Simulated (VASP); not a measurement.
# Zr (P6_3/mmc) in VASP: single point with PBE

Aim: the single point of Zr with PBE.

Program: VASP 6.6.1. These are calculated values, not measurements. Logs are shortened: lines on timing, memory, paths and dates and some standing lists are left out, and cuts for length are marked.

**1. The cell of the first run**

The structure is hexagonal, space group P6_3/mmc (No. 194). Conventional cell: a = 3.234 Å, b = 3.234 Å, c = 5.165 Å, α = 90.00°, β = 90.00°, γ = 120.00°. Within 4.2 Å of Zr (site symmetry -6m2) lie 12 Zr at 3.19 to 3.23 Å.

**2. Single point, PBE**

Input file INCAR:

```
SYSTEM = Zr
  ALGO = Normal
  EDIFF = 1E-6
  ENCUT = 520
  GGA = PE
  ISIF = 2
  ISMEAR = 0
  LASPH = .True.
  LCHARG = .False.
  LREAL = .False.
  LWAVE = .False.
  NBANDS = 19
  NELM = 80
  PREC = Accurate
  SIGMA = 0.1
```

Input file KPOINTS:

```
k-points
0
Gamma
  12 12 8
  0 0 0
```

Input file POSCAR:

```
Zr
1.0
    3.2344808402      0.0000000029      0.0000000000
   -1.6172404226      2.8011425742      0.0000000000
    0.0000000000      0.0000000000      5.1654655896
Zr
2
Direct
    0.3333333333      0.6666666667      0.2500000000
    0.6666666667      0.3333333333      0.7500000000
```

Potentials or basis: VASP PAW PBE potentials, release 64 (Zr_sv).

Launch:

```
$ cat potpaw_PBE.64/Zr_sv/POTCAR > POTCAR
$ mpirun -np 1 vasp_std > vasp.out
```

OUTCAR:

```text
SYSTEM = Zr
   EDIFF = 1E-6
   ENCUT = 520
   GGA = PE
   ISIF = 2
   ISMEAR = 0
   LASPH = .True.
   LREAL = .False.
   NELM = 80
   PREC = Accurate

 ion  position               nearest neighbor table
   1  0.333  0.667  0.250-   2 3.19   2 3.19   2 3.19   2 3.19   2 3.19   2 3.19
   2  0.667  0.333  0.750-   1 3.19   1 3.19   1 3.19   1 3.19   1 3.19   1 3.19

  LATTYP: Found a hexagonal cell.
 ALAT       =     3.2344808402
 C/A-ratio  =     1.5969999035

  Lattice vectors:

 A1 = (   3.2344808402,   0.0000000029,   0.0000000000)
 A2 = (  -1.6172404226,   2.8011425742,   0.0000000000)
 A3 = (   0.0000000000,   0.0000000000,   5.1654655896)

Analysis of symmetry for initial positions (statically):
=====================================================================
 Subroutine PRICEL returns:
 Original cell was already a primitive cell.

 Routine SETGRP: Setting up the symmetry group for a
 hexagonal supercell.

 Subroutine GETGRP returns: Found 24 space group operations
 (whereof 12 operations were pure point group operations)
 out of a pool of 24 trial point group operations.

The static configuration has the point symmetry D_3d.
 The point group associated with its full space group is D_6h.

Analysis of symmetry for dynamics (positions and initial velocities):
=====================================================================
 Subroutine PRICEL returns:
 Original cell was already a primitive cell.

 Routine SETGRP: Setting up the symmetry group for a
 hexagonal supercell.

 Subroutine GETGRP returns: Found 24 space group operations
 (whereof 12 operations were pure point group operations)
 out of a pool of 24 trial point group operations.

The dynamic configuration has the point symmetry D_3d.
 The point group associated with its full space group is D_6h.

 Subroutine INISYM returns: Found 24 space group operations
 (whereof 12 operations are pure point group operations),
 and found     1 'primitive' translations

----------------------------------------------------------------------------------------

                                     Primitive cell

  volume of cell :      46.8004

  direct lattice vectors                    reciprocal lattice vectors
     3.234480840  0.000000003  0.000000000     0.309168627  0.178498590  0.000000000
    -1.617240423  2.801142574  0.000000000    -0.000000000  0.356997180  0.000000000
     0.000000000  0.000000000  5.165465590     0.000000000  0.000000000  0.193593391
[... 76 lines left out ...]
   ISTART =      0    job   : 0-new  1-cont  2-samecut
   ICHARG =      2    charge: 1-file 2-atom 10-const
   ISPIN  =      1    spin polarized calculation?
   LNONCOLLINEAR =      F non collinear calculations
   LSORBIT =      F    spin-orbit coupling
   LASPH  =      T    aspherical Exc in radial PAW
   ENCUT  =  520.0 eV  38.22 Ry    6.18 a.u.   6.01  6.01  9.60*2*pi/ulx,y,z
   NELM   =     80;   NELMIN=  2; NELMDL= -5     # of ELM steps
   EDIFF  = 0.1E-05   stopping-criterion for ELM
   LREAL  =      F    real-space projection
   EDIFFG = 0.1E-04   stopping-criterion for IOM
   NSW    =      0    number of steps for IOM
   IBRION =     -1    ionic relax: 0-MD 1-quasi-New 2-CG
   NFREE  =      0    steps in history (QN), initial steepest desc. (CG)
   ISIF   =      2    stress and relaxation
   ISYM   =      2    0-nonsym 1-usesym 2-fastsym
   POTIM  = 0.5000    time-step for ionic-motion
   TEBEG  =    0.0;   TEEND  =   0.0 temperature during run
   PSTRESS=    0.0 pullay stress
   NELECT =      24.0000    total number of electrons
   NUPDOWN=      -1.0000    fix difference up-down
   EMIN   =  10.00;   EMAX   =-10.00  energy-range for DOS
   EFERMI =   0.00;   METHOD = LEGACY
   ISMEAR =     0;   SIGMA  =   0.10  broadening in eV -4-tet -1-fermi 0-gaus
   EFERMI_NEDOS =   21; number of points for ismear=-14 and -15
   IALGO  =     38    algorithm
   IMIX   =      4    mixing-type and parameters
     AMIX     =   0.40;   BMIX     =  1.00
     AMIX_MAG =   1.60;   BMIX_MAG =  1.00
  volume/ion in A,a.u.               =      23.40       157.91
  Fermi-wavevector in a.u.,A,eV,Ry     =   1.310375  2.476249 23.362316  1.717082
  Thomas-Fermi vector in A             =   2.440909
   LORBIT       =      0    0 simple, 1 ext, 2 COOP (PROOUT), +10 PAW based schemes
   GGA     = PE    functional components
   LHFCALC =     F    Hartree Fock is set to
   AEXX    =    0.0000 exact exchange contribution
   IVDW    =     0    specifies the selected vdW correction
   LEPSILON=     F    determine dielectric tensor
   LRPA    =     F    only Hartree local field effects (RPA)
 non-spin polarized calculation
 Gauss-broadening in eV      SIGMA  =   0.10
  energy-cutoff  :      520.00
  volume of cell :       46.80
 maximum number of plane-waves:      1284
   NGX = 13   NGY = 13   NGZ = 19

 number of electron      24.0000000 magnetization

 Free energy of the ion-electron system (eV)
  ---------------------------------------------------
  ext. energy  EPLUGINS =         0.00000000
  ---------------------------------------------------
  free energy    TOTEN  =       -17.04387310 eV

  energy without entropy =      -17.03307060  energy(sigma->0) =      -17.03847185

 E-fermi :   8.9397     XC(G=0): -11.0592

 val. band max:        8.9321161846   @ k =   0.3333   0.3333   0.3750
 cond. band min:       8.9419889442   @ k =   0.0833   0.0833   0.1250
 fundamental gap:      0.0098727596
 Fermi energy:         8.9396791821

 k-point     1 :       0.0000    0.0000    0.0000
  band No.  band energies     occupation
      1     -39.9126      2.00000
      2     -39.7630      2.00000
      3     -18.4240      2.00000
      4     -17.5674      2.00000
      5     -17.5674      2.00000
      6     -17.4395      2.00000
[... 505 lines left out ...]
      6     -17.7165      2.00000
[... 11 lines left out ...]
     18      12.7013      0.00000
     19      14.0017      0.00000

 [... further k-points ...]
[... 5 lines left out ...]
  --------------------------------------------------------------------------------------
  -------------------------------------------------------------------------------------
  Total        0.0083307      0.0083307      0.0103891      0.0000000      0.0000000     -0.0000000
  in kB        0.2851969      0.2851969      0.3556645      0.0000000      0.0000000     -0.0000000
  external PRESSURE =       0.3086861 kB  Pullay stress =       0.0000000 kB

 VOLUME and BASIS-vectors are now :
 -----------------------------------------------------------------------------
  energy-cutoff  :      520.00
  volume of cell :       46.80
      direct lattice vectors                 reciprocal lattice vectors
     3.234480840  0.000000003  0.000000000     0.309168627  0.178498590  0.000000000
    -1.617240423  2.801142574  0.000000000    -0.000000000  0.356997180  0.000000000
     0.000000000  0.000000000  5.165465590     0.000000000  0.000000000  0.193593391

 POSITION                                       TOTAL-FORCE (eV/Angst)
 -----------------------------------------------------------------------------------
     -0.00000      1.86743      1.29137        -0.000000      0.000000      0.000000
      1.61724      0.93371      3.87410         0.000000     -0.000000      0.000000
 -----------------------------------------------------------------------------------
    total drift:                               -0.000000      0.000000     -0.000000

  FREE ENERGIE OF THE ION-ELECTRON SYSTEM (eV)
  ---------------------------------------------------
  free  energy   TOTEN  =       -17.0438730991 eV

  energy  without entropy=      -17.0330706004  energy(sigma->0) =      -17.03847185
```

OSZICAR:

```text
N       E                     dE             d eps       ncg     rms          rms(c)
DAV:   1     0.217868851386E+03    0.21787E+03   -0.13297E+04  3610   0.126E+03
DAV:   2    -0.176172791875E+01   -0.21963E+03   -0.21562E+03  4240   0.368E+02
DAV:   3    -0.173141406952E+02   -0.15552E+02   -0.15423E+02  6463   0.714E+01
DAV:   4    -0.177500875820E+02   -0.43595E+00   -0.43554E+00  4367   0.120E+01
DAV:   5    -0.177625264728E+02   -0.12439E-01   -0.12437E-01  5271   0.143E+00    0.142E+01
DAV:   6    -0.171568664232E+02    0.60566E+00   -0.94384E-01  3874   0.733E+00    0.556E+00
DAV:   7    -0.170377199545E+02    0.11915E+00   -0.59973E-01  5014   0.512E+00    0.113E+00
DAV:   8    -0.170437674323E+02   -0.60475E-02   -0.39729E-02  4733   0.147E+00    0.247E-01
DAV:   9    -0.170439142039E+02   -0.14677E-03   -0.15532E-03  4671   0.343E-01    0.317E-02
DAV:  10    -0.170438724245E+02    0.41779E-04   -0.41458E-05  4726   0.374E-02    0.229E-02
DAV:  11    -0.170438730991E+02   -0.67458E-06   -0.89698E-06  4033   0.324E-02
   1 F= -.17043873E+02 E0= -.17038472E+02  d E =-.108025E-01
```

stdout:

```text
POSCAR found type information on POSCAR Zr
 POSCAR found :  1 types and       2 ions
 scaLAPACK will be used
 LDA part: xc-table for (Slater+PW92), standard interpolation
 POSCAR, INCAR and KPOINTS ok, starting setup
 FFT: planning ... GRIDC
 FFT: planning ... GRID_SOFT
 FFT: planning ... GRID
 WAVECAR not read
 entering main loop
```

It took 45 s on 1 thread of Intel Xeon 6975P-C, shared host; peak memory 0.2 GiB.

What came out:

```yaml
Free_energy: -17.0439 eV
Pressure: 0.0 GPa
Band_gap_on_the_k_mesh: zero (band 12 reaches 9.80 eV, above the bottom of band 13 at 8.75 eV)
```

Levels at points of the mesh, in eV from the Fermi level:
```tsv
k point	band 10	band 11	band 12	band 13	band 14	band 15
(0.00, 0.00, 0.00)	-3.02	0.86	0.86	0.98	1.13	1.55
(0.50, 0.00, 0.00)	-2.50	-2.13	-0.22	0.55	0.76	1.44
(0.00, 0.00, 0.50)	-3.96	0.03	0.03	0.77	0.77	0.77
(0.50, 0.00, 0.50)	-2.85	-1.05	-1.05	1.61	1.61	2.21
```
